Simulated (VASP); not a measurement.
Crystal: Au.

```
Au
1.0
     0.00000    2.06178    2.06178
     2.06178    0.00000    2.06178
     2.06178    2.06178    0.00000
Au
1
Direct
  0.00000 0.00000 0.00000
```

This cell differs from its parent crystal: volume scaled by 1.04.

Base run:

- Program: VASP 6.6.1
- Functional: PBEsol
- Potentials or basis: VASP PAW PBE potentials, release 64 (Au)
- Cutoff: 520 eV
- k mesh: 11 × 11 × 11
- Occupations: fermi-dirac, width 0.05 eV
- Spin: no spin polarisation

Its results: pressure -5.1 GPa.

Question: The run is repeated on the same cell with these changes: functional from PBEsol to BLYP; dispersion from none to D4. What comes out?

Answer: Pressure 3.8 GPa.

Several settings changed at once, so the effect can't be laid on one alone.

Caveats: the PAW data sets were made with another functional, which shifts forces and pressure a little; pairwise dispersion overbinds metals, which lowers pressure and volume (some runs).
